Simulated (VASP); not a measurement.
# MgO (Amm2) in VASP: notebook, part 2 of 2

VASP 6.6.1. The steps go on from the part before.

### Step 4. Single point, PBEsol (atom 1 (Mg) moved +0.180 Å along Cartesian [1 1 0])

Contents of INCAR:

```
SYSTEM = MgO
PREC = Accurate ; ENCUT = 520
EDIFF = 1E-6 ; ISMEAR = 0
SIGMA = 0.05 ; LREAL = .False.
LASPH = .True. ; NELM = 60
ALGO = Normal ; ISIF = 2
LWAVE = .False. ; LCHARG = .False.
GGA = PS ; NBANDS = 26
```

Contents of KPOINTS:

```
Automatic mesh
0
Gamma
  6 6 6
  0 0 0
```

Contents of POSCAR:

```
MgO
1.0
    4.2703000000      0.0000000000      0.0000000000
    0.0000000000     -4.2703000000      0.0000000000
    0.0000000000      0.0000000000     -4.2703000000
Mg O
4 4
Direct
    0.0298056859      0.4701943141      0.5000000000
    0.5000000000      0.0000000000      0.5000000000
    0.5000000000      0.5000000000      0.0000000000
    0.0000000000      0.0000000000      0.0000000000
    0.5000000000      0.0000000000      0.0000000000
    0.0000000000      0.5000000000      0.0000000000
    0.0000000000      0.0000000000      0.5000000000
    0.5000000000      0.5000000000      0.5000000000
```

Potentials or basis: VASP PAW PBE potentials, release 64 (Mg, O).

The run is started by

```
$ cat potpaw_PBE.64/Mg/POTCAR potpaw_PBE.64/O/POTCAR > POTCAR
$ mpirun -np 1 vasp_std > vasp.out
```

OUTCAR:

```text
SYSTEM = MgO
   PREC = Accurate
   ENCUT = 520
   EDIFF = 1E-6
   ISMEAR = 0
   LREAL = .False.
   LASPH = .True.
   NELM = 60
   ISIF = 2
   GGA = PS

 ion  position               nearest neighbor table
   1  0.030  0.470  0.500-   7 2.01   8 2.01   6 2.14   6 2.14   7 2.27   8 2.27   2 2.84   3 2.93
                             4 2.93   4 2.93   3 2.93   2 3.02   2 3.02   4 3.11   3 3.11   4 3.11
   2  0.500  0.000  0.500-   5 2.14   7 2.14   8 2.14   5 2.14   8 2.14   7 2.14   1 2.84   4 3.02
                             4 3.02   3 3.02   3 3.02   3 3.02   4 3.02   3 3.02   4 3.02   1 3.02
   3  0.500  0.500  0.000-   5 2.14   6 2.14   8 2.14   8 2.14   5 2.14   6 2.14   1 2.93   1 2.93
                             2 3.02   2 3.02   4 3.02   4 3.02   2 3.02   4 3.02   2 3.02   4 3.02
   4  0.000  0.000  0.000-   5 2.14   6 2.14   7 2.14   7 2.14   6 2.14   5 2.14   1 2.93   1 2.93
                             2 3.02   3 3.02   3 3.02   2 3.02   3 3.02   2 3.02   2 3.02   3 3.02
   5  0.500  0.000  0.000-   2 2.14   3 2.14   4 2.14   2 2.14   3 2.14   4 2.14
   6  0.000  0.500  0.000-   3 2.14   4 2.14   4 2.14   3 2.14   1 2.14   1 2.14
   7  0.000  0.000  0.500-   1 2.01   2 2.14   4 2.14   4 2.14   2 2.14   1 2.27
   8  0.500  0.500  0.500-   1 2.01   2 2.14   3 2.14   3 2.14   2 2.14   1 2.27

  LATTYP: Found a simple cubic cell.
 ALAT       =     4.2703000000

  Lattice vectors:

 A1 = (   4.2703000000,   0.0000000000,   0.0000000000)
 A2 = (   0.0000000000,  -4.2703000000,   0.0000000000)
 A3 = (   0.0000000000,   0.0000000000,  -4.2703000000)

Analysis of symmetry for initial positions (statically):
=====================================================================
 Subroutine PRICEL returns:
 Original cell was already a primitive cell.

 Routine SETGRP: Setting up the symmetry group for a
 simple cubic supercell.

 Subroutine GETGRP returns: Found  4 space group operations
 (whereof  2 operations were pure point group operations)
 out of a pool of 48 trial point group operations.

The static configuration has the point symmetry C_1h.
 The point group associated with its full space group is C_2v.

Analysis of symmetry for dynamics (positions and initial velocities):
=====================================================================
 Subroutine PRICEL returns:
 Original cell was already a primitive cell.

 Routine SETGRP: Setting up the symmetry group for a
 simple cubic supercell.

 Subroutine GETGRP returns: Found  4 space group operations
 (whereof  2 operations were pure point group operations)
 out of a pool of 48 trial point group operations.

The dynamic configuration has the point symmetry C_1h.
 The point group associated with its full space group is C_2v.

 Subroutine INISYM returns: Found  4 space group operations
 (whereof  2 operations are pure point group operations),
 and found     1 'primitive' translations

----------------------------------------------------------------------------------------

                                     Primitive cell

  volume of cell :      77.8709

  direct lattice vectors                    reciprocal lattice vectors
     4.270300000  0.000000000  0.000000000     0.234175585  0.000000000  0.000000000
     0.000000000 -4.270300000  0.000000000     0.000000000 -0.234175585  0.000000000
     0.000000000  0.000000000 -4.270300000     0.000000000  0.000000000 -0.234175585

  length of vectors
[... 54 lines left out ...]
  0.333333  0.000000  0.000000      4.000000
  0.000000  0.000000  0.333333      2.000000
  0.500000  0.000000  0.000000      2.000000
[... 16 lines left out ...]
  0.333333  0.000000  0.500000      4.000000
  0.500000  0.500000  0.000000      1.000000
 [... further k-points ...]
   k-points           NKPTS =     52   k-points in BZ     NKDIM =     52   number of bands    NBANDS=     26
   number of dos      NEDOS =    301   number of ions     NIONS =      8
   total plane-waves  NPLWV =  32768
   dimension x,y,z NGX =    32 NGY =   32 NGZ =   32
   dimension x,y,z NGXF=    64 NGYF=   64 NGZF=   64
   ions per type =               4   4
   NGX,Y,Z   is equivalent  to a cutoff of  12.46, 12.46, 12.46 a.u.
   NGXF,Y,Z  is equivalent  to a cutoff of  24.92, 24.92, 24.92 a.u.
 SYSTEM =  MgO
   PREC   = accura    normal or accurate (medium, high low for compatibility)
   ISTART =      0    job   : 0-new  1-cont  2-samecut
   ICHARG =      2    charge: 1-file 2-atom 10-const
   ISPIN  =      1    spin polarized calculation?
   LNONCOLLINEAR =      F non collinear calculations
   LSORBIT =      F    spin-orbit coupling
   LASPH  =      T    aspherical Exc in radial PAW
   ENCUT  =  520.0 eV  38.22 Ry    6.18 a.u.   7.94  7.94  7.94*2*pi/ulx,y,z
   NELM   =     60;   NELMIN=  2; NELMDL= -5     # of ELM steps
   EDIFF  = 0.1E-05   stopping-criterion for ELM
   LREAL  =      F    real-space projection
   EDIFFG = 0.1E-04   stopping-criterion for IOM
   NSW    =      0    number of steps for IOM
   IBRION =     -1    ionic relax: 0-MD 1-quasi-New 2-CG
   NFREE  =      0    steps in history (QN), initial steepest desc. (CG)
   ISIF   =      2    stress and relaxation
   ISYM   =      2    0-nonsym 1-usesym 2-fastsym
   POTIM  = 0.5000    time-step for ionic-motion
   TEBEG  =    0.0;   TEEND  =   0.0 temperature during run
   PSTRESS=    0.0 pullay stress
   NELECT =      32.0000    total number of electrons
   NUPDOWN=      -1.0000    fix difference up-down
   EMIN   =  10.00;   EMAX   =-10.00  energy-range for DOS
   EFERMI =   0.00;   METHOD = LEGACY
   ISMEAR =     0;   SIGMA  =   0.05  broadening in eV -4-tet -1-fermi 0-gaus
   EFERMI_NEDOS =   21; number of points for ismear=-14 and -15
   IALGO  =     38    algorithm
   IMIX   =      4    mixing-type and parameters
     AMIX     =   0.40;   BMIX     =  1.00
     AMIX_MAG =   1.60;   BMIX_MAG =  1.00
  volume/ion in A,a.u.               =       9.73        65.69
  Fermi-wavevector in a.u.,A,eV,Ry     =   1.217119  2.300022 20.155386  1.481379
  Thomas-Fermi vector in A             =   2.352450
   LORBIT       =      0    0 simple, 1 ext, 2 COOP (PROOUT), +10 PAW based schemes
   GGA     = PS    functional components
   LHFCALC =     F    Hartree Fock is set to
   AEXX    =    0.0000 exact exchange contribution
   IVDW    =     0    specifies the selected vdW correction
   LEPSILON=     F    determine dielectric tensor
   LRPA    =     F    only Hartree local field effects (RPA)
 non-spin polarized calculation
 Gauss-broadening in eV      SIGMA  =   0.05
  energy-cutoff  :      520.00
  volume of cell :       77.87
 maximum number of plane-waves:      2176
   NGX = 15   NGY = 15   NGZ = 15

 number of electron      31.9999975 magnetization

 Free energy of the ion-electron system (eV)
  ---------------------------------------------------
  ext. energy  EPLUGINS =         0.00000000
  ---------------------------------------------------
  free energy    TOTEN  =       -49.84766407 eV

  energy without entropy =      -49.84766407  energy(sigma->0) =      -49.84766407

 E-fermi :   2.9802     XC(G=0): -11.1086

 val. band max:        2.7590829028   @ k =   0.0000   0.0000   0.0000
 cond. band min:       7.0031507721   @ k =   0.0000   0.0000   0.0000
 fundamental gap:      4.2440678693
 Fermi energy:         2.9801878327

 k-point     1 :       0.0000    0.0000    0.0000
  band No.  band energies     occupation
      1     -14.2405      2.00000
      2     -12.7951      2.00000
      3     -12.7880      2.00000
      4     -12.7602      2.00000
      5      -1.2196      2.00000
      6      -1.2177      2.00000
[... 685 lines left out ...]
     25      15.8547      0.00000
     26      16.1791      0.00000

 [... further k-points ...]
[... 5 lines left out ...]
  --------------------------------------------------------------------------------------
  -------------------------------------------------------------------------------------
  Total       -2.4747363     -2.4747363     -3.0267203      0.0061395      0.0000000      0.0000000
  in kB      -50.9171821    -50.9171821    -62.2741365      0.1263189      0.0000000      0.0000000
  external PRESSURE =     -54.7028335 kB  Pullay stress =       0.0000000 kB

 VOLUME and BASIS-vectors are now :
 -----------------------------------------------------------------------------
  energy-cutoff  :      520.00
  volume of cell :       77.87
      direct lattice vectors                 reciprocal lattice vectors
     4.270300000  0.000000000  0.000000000     0.234175585  0.000000000  0.000000000
     0.000000000 -4.270300000  0.000000000     0.000000000 -0.234175585  0.000000000
     0.000000000  0.000000000 -4.270300000     0.000000000  0.000000000 -0.234175585

 POSITION                                       TOTAL-FORCE (eV/Angst)
 -----------------------------------------------------------------------------------
      0.12728     -2.00787     -2.13515        -1.120687     -1.120687      0.000000
      2.13515      0.00000     -2.13515         0.312765      0.312765      0.000000
      2.13515     -2.13515      0.00000         0.298237     -0.089490      0.000000
      0.00000      0.00000      0.00000        -0.089490      0.298237      0.000000
      2.13515      0.00000      0.00000        -0.035896     -0.035896      0.000000
      0.00000     -2.13515      0.00000         0.189152      0.189152      0.000000
      0.00000      0.00000     -2.13515         0.175205      0.270714      0.000000
      2.13515     -2.13515     -2.13515         0.270714      0.175205      0.000000
 -----------------------------------------------------------------------------------
    total drift:                                0.000698      0.000698      0.000000

  FREE ENERGIE OF THE ION-ELECTRON SYSTEM (eV)
  ---------------------------------------------------
  free  energy   TOTEN  =       -49.8476640683 eV

  energy  without entropy=      -49.8476640683  energy(sigma->0) =      -49.84766407
```

It took 82 s on 1 thread of Intel Xeon Platinum 8259CL at 2.50GHz (Skylake/Cascade Lake), shared host; peak memory 0.22 GiB.

Results:

| Quantity | Value |
| --- | --- |
| Free energy | -49.8477 eV |
| Pressure | -5.5 GPa |
| Largest force | 1.585 eV/Å |
| Band gap on the k mesh | 4.24 eV, direct |

Forces in eV/Å, atoms in the order of the input:
```
Mg  -1.121 -1.121  0.000
Mg   0.313  0.313  0.000
Mg   0.298 -0.089  0.000
Mg  -0.089  0.298  0.000
O   -0.036 -0.036  0.000
O    0.189  0.189  0.000
O    0.175  0.271  0.000
O    0.271  0.175  0.000
```

Caveat: the cell differs from its parent crystal (atom 1 (Mg) moved +0.180 Å along Cartesian [1 1 0]); the PAW data sets were made with another functional, which shifts forces and pressure a little.

### Step 5. Single point, PBEsol (atom 1 (Mg) moved +0.140 Å along Cartesian [1 1 0])

Contents of INCAR:

```
SYSTEM = MgO
PREC = Accurate
ENCUT = 520
EDIFF = 1E-6
ISMEAR = 0
SIGMA = 0.05
LREAL = .False.
LASPH = .True.
NELM = 60
ALGO = Normal
ISIF = 2
LWAVE = .False.
LCHARG = .False.
GGA = PS
NBANDS = 26
```

KPOINTS is that of step 4.

Edit POSCAR of step 4 so:

```diff
@@ -8,3 +8,3 @@
 Direct
-    0.0298056859      0.4701943141      0.5000000000
+    0.0231822002      0.4768177998      0.5000000000
     0.5000000000      0.0000000000      0.5000000000
```

The run is started by

```
$ cat potpaw_PBE.64/Mg/POTCAR potpaw_PBE.64/O/POTCAR > POTCAR
$ mpirun -np 1 vasp_std > vasp.out
```

Wall time 94 s (1 thread of Intel Xeon Platinum 8259CL at 2.50GHz (Skylake/Cascade Lake), shared host); peak memory 0.22 GiB.

The run converged. Its results:

| Quantity | Value |
| --- | --- |
| Free energy | -49.9036 eV |
| Pressure | -5.8 GPa |
| Largest force | 1.212 eV/Å |
| Band gap on the k mesh | 4.25 eV |

Forces in eV/Å, atoms in the order of the input:
```
Mg  -0.857 -0.857  0.000
Mg   0.239  0.239  0.000
Mg   0.233 -0.069  0.000
Mg  -0.069  0.233  0.000
O   -0.028 -0.028  0.000
O    0.147  0.147  0.000
O    0.140  0.195  0.000
O    0.195  0.140  0.000
```

Stress tensor (GPa, compression positive):
```
-5.58  0.01  0.00
 0.01 -5.58  0.00
 0.00  0.00 -6.27
```

Levels at points of the mesh, in eV from the valence-band top:
| k point | band 13 | band 14 | band 15 | band 16 | band 17 | band 18 | band 19 | band 20 |
| --- | --- | --- | --- | --- | --- | --- | --- | --- |
| (0.00, 0.00, 0.00) | -1.30 | -0.01 | 0.00 | 0.00 | 4.25 | 8.86 | 8.88 | 8.89 |
| (0.50, 0.00, 0.00) | -0.73 | -0.73 | -0.70 | -0.70 | 7.52 | 7.61 | 10.71 | 10.97 |
| (0.00, 0.00, 0.50) | -0.73 | -0.71 | -0.71 | -0.71 | 7.57 | 7.58 | 10.81 | 10.81 |
| (0.50, 0.50, 0.00) | -0.64 | -0.62 | -0.62 | -0.60 | 8.89 | 8.99 | 9.00 | 9.09 |
| (0.00, 0.50, 0.50) | -0.63 | -0.63 | -0.62 | -0.60 | 8.93 | 8.96 | 9.02 | 9.05 |
| (0.50, 0.50, 0.50) | -0.61 | -0.61 | -0.61 | -0.60 | 7.47 | 7.49 | 7.49 | 7.50 |

Caveat: the cell differs from its parent crystal (atom 1 (Mg) moved +0.140 Å along Cartesian [1 1 0]); the PAW data sets were made with another functional, which shifts forces and pressure a little.
